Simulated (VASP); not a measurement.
# GaN (Pmc2_1) in VASP: a series of runs

GaN is run at these levels: PBE; tasks: single point.

Everything below comes from runs of VASP 6.6.1. Logs are shortened: lines on timing, memory, paths and dates and some standing lists are left out, and cuts for length are marked.

### Step 1. The cell of the first run

It takes space group Pmc2_1 (No. 26, orthorhombic). The conventional cell has a = 3.219 Å, b = 5.575 Å, c = 5.243 Å, α = 90.00°, β = 90.00°, γ = 90.00°. Within 2.6 Å of Ga (site symmetry m) lie 4 N at 1.93 to 2.03 Å. Within 2.5 Å of Ga (site symmetry m) lie 4 N at 1.88 to 2.01 Å. N (site symmetry m) has 4 Ga at 1.93 to 2.03 Å within 2.6 Å. Within 2.5 Å of N (site symmetry m) lie 4 Ga at 1.88 to 1.97 Å.

### Step 2. Single point, PBE (mode 11 frozen in at -0.048 Å and mode 13 at -0.059 Å (largest displacements))

The input, INCAR:

```
ALGO = Normal
EDIFF = 1E-6
ENCUT = 520
GGA = PE
ISIF = 2
ISMEAR = 0
LASPH = T
LCHARG = F
LREAL = F
LWAVE = F
NBANDS = 46
NELM = 80
PREC = Accurate
SIGMA = 0.05
```

The input, KPOINTS:

```
k-points
0
Gamma
  8 6 6
```

The input, POSCAR:

```
GaN
1.0
   -3.2185392732      0.0000000000      0.0000000000
    0.0000000000      0.0000000000     -5.2433778863
    0.0000000001     -5.5746735474      0.0000000000
Ga N
4 4
Direct
    0.5000000000      0.0018867091      0.1747084026
    0.0000000000     -0.0046657189      0.6586282602
    0.0000000000      0.4953342811      0.3413717398
    0.5000000000      0.5018867091      0.8252915974
    0.5000000000      0.6339289427      0.1680363519
    0.0000000000      0.6367726175      0.6653180834
    0.0000000000      0.1367726175      0.3346819166
    0.5000000000      0.1339289427      0.8319636481
```

Potentials or basis: VASP PAW PBE potentials, release 64 (Ga_d, N).

Started as:

```console
$ cat potpaw_PBE.64/Ga_d/POTCAR potpaw_PBE.64/N/POTCAR > POTCAR
$ mpirun -np 1 vasp_std > vasp.out
```

OUTCAR:

```text
EDIFF = 1E-6
   ENCUT = 520
   GGA = PE
   ISIF = 2
   ISMEAR = 0
   LASPH = T
   LREAL = F
   NELM = 80
   PREC = Accurate

 ion  position               nearest neighbor table
   1  0.500  0.002  0.175-   5 1.93   7 1.97   7 1.97   8 2.03
   2  0.000  0.995  0.659-   6 1.88   7 1.95   8 2.01   8 2.01
   3  0.000  0.495  0.341-   7 1.88   6 1.95   5 2.01   5 2.01
   4  0.500  0.502  0.825-   8 1.93   6 1.97   6 1.97   5 2.03
   5  0.500  0.634  0.168-   1 1.93   3 2.01   3 2.01   4 2.03
   6  0.000  0.637  0.665-   2 1.88   3 1.95   4 1.97   4 1.97
   7  0.000  0.137  0.335-   3 1.88   2 1.95   1 1.97   1 1.97
   8  0.500  0.134  0.832-   4 1.93   2 2.01   2 2.01   1 2.03

  LATTYP: Found a simple orthorhombic cell.
 ALAT       =     3.2185392732
 B/A-ratio  =     1.6291172613
 C/A-ratio  =     1.7320508076

  Lattice vectors:

 A1 = (  -3.2185392732,   0.0000000000,   0.0000000000)
 A2 = (   0.0000000000,   0.0000000000,  -5.2433778863)
 A3 = (   0.0000000001,  -5.5746735474,   0.0000000000)

Analysis of symmetry for initial positions (statically):
=====================================================================
 Subroutine PRICEL returns:
 Original cell was already a primitive cell.

 Routine SETGRP: Setting up the symmetry group for a
 simple orthorhombic supercell.

 Subroutine GETGRP returns: Found  4 space group operations
 (whereof  2 operations were pure point group operations)
 out of a pool of  8 trial point group operations.

The static configuration has the point symmetry C_1h.
 The point group associated with its full space group is C_2v.

Analysis of symmetry for dynamics (positions and initial velocities):
=====================================================================
 Subroutine PRICEL returns:
 Original cell was already a primitive cell.

 Routine SETGRP: Setting up the symmetry group for a
 simple orthorhombic supercell.

 Subroutine GETGRP returns: Found  4 space group operations
 (whereof  2 operations were pure point group operations)
 out of a pool of  8 trial point group operations.

The dynamic configuration has the point symmetry C_1h.
 The point group associated with its full space group is C_2v.

 Subroutine INISYM returns: Found  4 space group operations
 (whereof  2 operations are pure point group operations),
 and found     1 'primitive' translations

----------------------------------------------------------------------------------------

                                     Primitive cell

  volume of cell :      94.0783

  direct lattice vectors                    reciprocal lattice vectors
    -3.218539273  0.000000000  0.000000000    -0.310699953 -0.000000000  0.000000000
     0.000000000  0.000000000 -5.243377886     0.000000000  0.000000000 -0.190716752
     0.000000000 -5.574673547  0.000000000     0.000000000 -0.179382701  0.000000000

  length of vectors
     3.218539273  5.243377886  5.574673547     0.310699953  0.190716752  0.179382701

  position of ions in fractional coordinates (direct lattice)
     0.500000000  0.001886709  0.174708403
     0.000000000  0.995334281  0.658628260
     0.000000000  0.495334281  0.341371740
     0.500000000  0.501886709  0.825291597
     0.500000000  0.633928943  0.168036352
     0.000000000  0.636772618  0.665318083
     0.000000000  0.136772618  0.334681917
     0.500000000  0.133928943  0.831963648

  ion indices of the primitive-cell ions
   primitive index   ion index
                 1           1
                 2           2
                 3           3
                 4           4
                 5           5
                 6           6
                 7           7
                 8           8

----------------------------------------------------------------------------------------

 KPOINTS: k-points

Automatic generation of k-mesh.
 Grid dimensions read from file:
 generate k-points for:    8    6    6

 Generating k-lattice:

  Cartesian coordinates                     Fractional coordinates (reciprocal lattice)
    -0.038837494 -0.000000000  0.000000000     0.125000000  0.000000000  0.000000000
     0.000000000  0.000000000 -0.031786125     0.000000000  0.166666667  0.000000000
     0.000000000 -0.029897117  0.000000000     0.000000000  0.000000000  0.166666667

  Length of vectors
     0.038837494  0.031786125  0.029897117

  Shift w.r.t. Gamma in fractional coordinates (k-lattice)
     0.000000000  0.000000000  0.000000000

 Subroutine IBZKPT returns following result:
 ===========================================

 Found     80 irreducible k-points:

 Following reciprocal coordinates:
            Coordinates               Weight
  0.000000  0.000000  0.000000      1.000000
  0.125000  0.000000  0.000000      2.000000
  0.250000  0.000000  0.000000      2.000000
  0.375000  0.000000 -0.000000      2.000000
  0.500000  0.000000  0.000000      1.000000
  0.000000  0.166667  0.000000      2.000000
[... 16 lines left out ...]
  0.250000  0.000000  0.166667      4.000000
  0.375000  0.000000  0.166667      4.000000
 [... further k-points ...]
   k-points           NKPTS =     80   k-points in BZ     NKDIM =     80   number of bands    NBANDS=     46
   number of dos      NEDOS =    301   number of ions     NIONS =      8
   total plane-waves  NPLWV =  40320
   dimension x,y,z NGX =    24 NGY =   40 NGZ =   42
   dimension x,y,z NGXF=    48 NGYF=   80 NGZF=   84
   ions per type =               4   4
   NGX,Y,Z   is equivalent  to a cutoff of  12.40, 12.68, 12.53 a.u.
   NGXF,Y,Z  is equivalent  to a cutoff of  24.79, 25.36, 25.05 a.u.
 SYSTEM =  unknown system
   PREC   = accura    normal or accurate (medium, high low for compatibility)
   ISTART =      0    job   : 0-new  1-cont  2-samecut
   ICHARG =      2    charge: 1-file 2-atom 10-const
   ISPIN  =      1    spin polarized calculation?
   LNONCOLLINEAR =      F non collinear calculations
   LSORBIT =      F    spin-orbit coupling
   LASPH  =      T    aspherical Exc in radial PAW
   ENCUT  =  520.0 eV  38.22 Ry    6.18 a.u.   5.98  9.75 10.37*2*pi/ulx,y,z
   NELM   =     80;   NELMIN=  2; NELMDL= -5     # of ELM steps
   EDIFF  = 0.1E-05   stopping-criterion for ELM
   LREAL  =      F    real-space projection
   EDIFFG = 0.1E-04   stopping-criterion for IOM
   NSW    =      0    number of steps for IOM
   IBRION =     -1    ionic relax: 0-MD 1-quasi-New 2-CG
   NFREE  =      0    steps in history (QN), initial steepest desc. (CG)
   ISIF   =      2    stress and relaxation
   ISYM   =      2    0-nonsym 1-usesym 2-fastsym
   POTIM  = 0.5000    time-step for ionic-motion
   TEBEG  =    0.0;   TEEND  =   0.0 temperature during run
   PSTRESS=    0.0 pullay stress
   NELECT =      72.0000    total number of electrons
   NUPDOWN=      -1.0000    fix difference up-down
   EMIN   =  10.00;   EMAX   =-10.00  energy-range for DOS
   EFERMI =   0.00;   METHOD = LEGACY
   ISMEAR =     0;   SIGMA  =   0.05  broadening in eV -4-tet -1-fermi 0-gaus
   EFERMI_NEDOS =   21; number of points for ismear=-14 and -15
   IALGO  =     38    algorithm
   IMIX   =      4    mixing-type and parameters
     AMIX     =   0.40;   BMIX     =  1.00
     AMIX_MAG =   1.60;   BMIX_MAG =  1.00
  volume/ion in A,a.u.               =      11.76        79.36
  Fermi-wavevector in a.u.,A,eV,Ry     =   1.497462  2.829793 30.509608  2.242393
  Thomas-Fermi vector in A             =   2.609347
   LORBIT       =      0    0 simple, 1 ext, 2 COOP (PROOUT), +10 PAW based schemes
   GGA     = PE    functional components
   LHFCALC =     F    Hartree Fock is set to
   AEXX    =    0.0000 exact exchange contribution
   IVDW    =     0    specifies the selected vdW correction
   LEPSILON=     F    determine dielectric tensor
   LRPA    =     F    only Hartree local field effects (RPA)
 non-spin polarized calculation
 Gauss-broadening in eV      SIGMA  =   0.05
  energy-cutoff  :      520.00
  volume of cell :       94.08
 maximum number of plane-waves:      2568
 NGX is ok and might be reduce to    24
   NGX = 11   NGY = 19   NGZ = 21

 number of electron      72.0000025 magnetization

 Free energy of the ion-electron system (eV)
  ---------------------------------------------------
  ext. energy  EPLUGINS =         0.00000000
  ---------------------------------------------------
  free energy    TOTEN  =       -48.43048958 eV

  energy without entropy =      -48.43048958  energy(sigma->0) =      -48.43048958

 E-fermi :   5.3392     XC(G=0): -11.5157

 val. band max:        5.1080674849   @ k =   0.0000   0.0000   0.0000
 cond. band min:       6.6932647994   @ k =   0.0000   0.0000   0.0000
 fundamental gap:      1.5851973145
 Fermi energy:         5.3392316374

 k-point     1 :       0.0000    0.0000    0.0000
  band No.  band energies     occupation
      1     -10.8375      2.00000
      2     -10.1732      2.00000
      3      -9.7071      2.00000
      4      -9.6815      2.00000
      5      -8.4537      2.00000
      6      -8.4205      2.00000
[... 38 lines left out ...]
     45      14.7405      0.00000
     46      14.8501      0.00000

 k-point     2 :       0.1250    0.0000    0.0000
  band No.  band energies     occupation
      1     -10.7418      2.00000
      2     -10.1454      2.00000
      3      -9.7021      2.00000
      4      -9.6615      2.00000
      5      -8.4401      2.00000
      6      -8.4086      2.00000
[... 38 lines left out ...]
     45      14.5869      0.00000
     46      15.0443      0.00000

 k-point     3 :       0.2500    0.0000    0.0000
  band No.  band energies     occupation
      1     -10.5112      2.00000
      2     -10.0843      2.00000
      3      -9.6893      2.00000
      4      -9.6199      2.00000
      5      -8.4263      2.00000
      6      -8.4076      2.00000
[... 1018 lines left out ...]
     45      14.4934      0.00000
     46      15.0126      0.00000

 k-point    24 :       0.3750    0.0000    0.1667
  band No.  band energies     occupation
      1     -10.2863      2.00000
      2     -10.0331      2.00000
      3      -9.6794      2.00000
      4      -9.5852      2.00000
      5      -8.4204      2.00000
      6      -8.3781      2.00000
[... 38 lines left out ...]
     45      14.5047      0.00000
     46      14.9210      0.00000

 [... further k-points ...]
[... 5 lines left out ...]
  --------------------------------------------------------------------------------------
  -------------------------------------------------------------------------------------
  Total       -0.9990480     -1.0015409      3.3276110      0.0000000      0.0000000      0.0000000
  in kB      -17.0140428    -17.0564970     56.6700665      0.0000000      0.0000000      0.0000000
  external PRESSURE =       7.5331756 kB  Pullay stress =       0.0000000 kB

 VOLUME and BASIS-vectors are now :
 -----------------------------------------------------------------------------
  energy-cutoff  :      520.00
  volume of cell :       94.08
      direct lattice vectors                 reciprocal lattice vectors
    -3.218539273  0.000000000  0.000000000    -0.310699953 -0.000000000  0.000000000
     0.000000000  0.000000000 -5.243377886     0.000000000  0.000000000 -0.190716752
     0.000000000 -5.574673547  0.000000000     0.000000000 -0.179382701  0.000000000

 POSITION                                       TOTAL-FORCE (eV/Angst)
 -----------------------------------------------------------------------------------
     -1.60927     -0.97394     -0.00989        -0.000000      0.930755     -0.388211
      0.00000     -3.67164     -5.21891         0.000000     -0.969058     -1.400479
      0.00000     -1.90304     -2.59722        -0.000000      0.969058     -1.400479
     -1.60927     -4.60073     -2.63158         0.000000     -0.930755     -0.388211
     -1.60927     -0.93675     -3.32393         0.000000     -0.027801      0.740799
      0.00000     -3.70893     -3.33884         0.000000     -0.048860      1.047891
      0.00000     -1.86574     -0.71715        -0.000000      0.048860      1.047891
     -1.60927     -4.63793     -0.70224        -0.000000      0.027801      0.740799
 -----------------------------------------------------------------------------------
    total drift:                               -0.000000      0.000002     -0.000501

  FREE ENERGIE OF THE ION-ELECTRON SYSTEM (eV)
  ---------------------------------------------------
  free  energy   TOTEN  =       -48.4304895814 eV

  energy  without entropy=      -48.4304895814  energy(sigma->0) =      -48.43048958
```

It took 7.1 min on 1 thread of Oxide Virtual Turin-like, shared host; peak memory 0.33 GiB.

Results:

| Item | Value |
| --- | --- |
| Free energy | -48.4305 eV |
| Pressure | 0.8 GPa |
| Largest force | 1.703 eV/Å |
| Band gap on the k mesh | 1.59 eV |

Forces on the atoms (eV/Å):
```
Ga   0.000  0.931 -0.388
Ga   0.000 -0.969 -1.400
Ga   0.000  0.969 -1.400
Ga   0.000 -0.931 -0.388
N    0.000 -0.028  0.741
N    0.000 -0.049  1.048
N    0.000  0.049  1.048
N    0.000  0.028  0.741
```

Stress tensor (GPa, compression positive):
```
-1.70  0.00  0.00
 0.00 -1.71  0.00
 0.00  0.00  5.67
```

Levels at points of the mesh, in eV from the valence-band top:
```tsv
k point	band 33	band 34	band 35	band 36	band 37	band 38	band 39	band 40
(0.00, 0.00, 0.00)	-0.70	-0.31	-0.02	0.00	1.59	4.08	4.93	5.28
(0.50, 0.00, 0.00)	-2.34	-1.94	-1.94	-1.87	5.10	5.63	6.22	6.40
(0.00, 0.50, 0.00)	-0.57	-0.57	-0.52	-0.52	3.90	3.90	4.19	4.19
(0.50, 0.50, 0.00)	-1.96	-1.96	-1.62	-1.62	5.42	5.42	5.70	5.70
(0.00, 0.00, 0.50)	-1.04	-0.90	-0.50	-0.32	3.91	4.10	5.71	5.77
(0.50, 0.00, 0.50)	-2.52	-2.30	-0.95	-0.80	4.69	5.15	5.16	5.37
(0.00, 0.50, 0.50)	-1.56	-1.56	-0.99	-0.99	4.78	4.78	5.10	5.10
(0.50, 0.50, 0.50)	-1.91	-1.91	-1.72	-1.72	3.92	3.92	4.34	4.34
```

Caveat: the cell differs from its parent crystal (mode 11 frozen in at -0.048 Å and mode 13 at -0.059 Å (largest displacements)); forces of over 1 eV/Å act on the atoms, so gaps and moduli don't describe the material at rest.

[end of part 1 of 2]
